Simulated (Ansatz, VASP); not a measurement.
**ZnIr: VASP beside Ansatz**

File INCAR:

```
SYSTEM = ZnIr
ALGO = Normal
EDIFF = 1E-6
ENCUT = 520
ISIF = 2
ISMEAR = -1
ISPIN = 2
LASPH = .TRUE.
LCHARG = .FALSE.
LMAXMIX = 4
LORBIT = 11
LREAL = .FALSE.
LWAVE = .FALSE.
MAGMOM = 0 0.8
NBANDS = 22
NELM = 150
PREC = Accurate
SIGMA = 0.03
```

KPOINTS

```
k-points
0
G
  14 14 8
  0 0 0
```

POSCAR

```
ZnIr
1.0
    2.7771790596      0.0000000000      0.0000000000
   -1.3885895298      2.4051076165      0.0000000000
    0.0000000000      0.0000000000      4.1638620700
Zn Ir
1 1
Direct
    0.6666666667      0.3333333333      0.5000000000
    0.0000000000      0.0000000000      0.0000000000
```

Input for Ansatz:

```yaml
crystal:
  lattice:
    - [2.7771790596, 0.0, 0.0]
    - [-1.3885895298, 2.4051076165, 0.0]
    - [0.0, 0.0, 4.16386207]
  atoms:
    - { symbol: Zn, position: [0.6666666667, 0.3333333333, 0.5] }
    - { symbol: Ir, position: [0.0, 0.0, 0.0], spin: 0.8 }
magnetization:
  spin_polarized: true
kpoints:
  mp_grid: { grid: [14, 14, 8] }
scf:
  occupations: { method: fermi_dirac, width: 0.03 }
  lower_state_search: light
hamiltonian:
  xc: lda
  pseudopotentials: { kind: paw }
output:
  forces: true
  stress: true
  eigenvalues: true
```

Alike in both runs: task single point; functional LDA; k mesh 14 × 14 × 8; occupations fermi-dirac, width 0.03 eV; collinear spin.

|  | VASP | Ansatz |
| --- | --- | --- |
| version | VASP 6.6.1 | Ansatz 0.2.0 |
| potentials or method | VASP PAW LDA potentials, release 64 (Zn, Ir) | PAW with Ansatz's default frozen-core files, scalar-relativistic |
| plane-wave cutoff (eV) | 520 | 420 |
| valence electrons in the cell | 21 | 29 |

VASP gave:

- pressure (GPa): -7.9
- traceless stress, the component that is largest in VASP (GPa): 0.35
- net moment per atom (μB): 0.00

Problem. What did Ansatz give for the same quantities?

Solution. Pressure (GPa): -9.3; traceless stress, the component that is largest in VASP (GPa): 0.31; net moment per atom (μB): 0.00.

LDA's correlation is that of Perdew and Zunger in VASP and of Perdew and Wang (1992) in Ansatz. VASP's potentials hold 21 valence electrons a cell and Ansatz's 29, so a difference there can come from the potentials and not from the codes. Ansatz's warnings: seeded moment not kept.

Spin-orbit coupling is off throughout.
